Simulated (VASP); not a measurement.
Crystal: HgTe.

```xyz
2
Lattice="0.0000 3.4207 3.0958 3.4207 0.0000 3.0958 3.4207 3.4207 0.0000" Properties=species:S:1:pos:R:3 pbc="T T T"
Hg    0.0000    0.0000    0.0000
Te    1.7104    1.7104    1.5479
```

This cell differs from its parent crystal: epitaxial xy strain +4.0%.

Base run:

| Item | Value |
| --- | --- |
| Program | VASP 6.6.1 |
| Functional | HSE06 |
| Potentials or basis | VASP PAW PBE potentials, release 64 (Hg, Te) |
| Cutoff | 520 eV |
| k mesh | 4 × 4 × 4 |
| Occupations | fermi-dirac, width 0.02 eV |
| Spin | no spin polarisation |

Its results: band gap on the k mesh 0.32 eV; pressure -0.8 GPa.

Question: The run is repeated on the same cell with these changes: functional from HSE06 to r2SCAN; k mesh from 4 × 4 × 4 to 6 × 6 × 6. What comes out?

Answer: Band gap on the k mesh 0.27 eV; pressure -0.8 GPa.

Several settings changed at once.

Caveats: the PAW data sets were made with another functional, which shifts forces and pressure a little; spin-orbit coupling is left out, which moves the levels of the heavy elements.

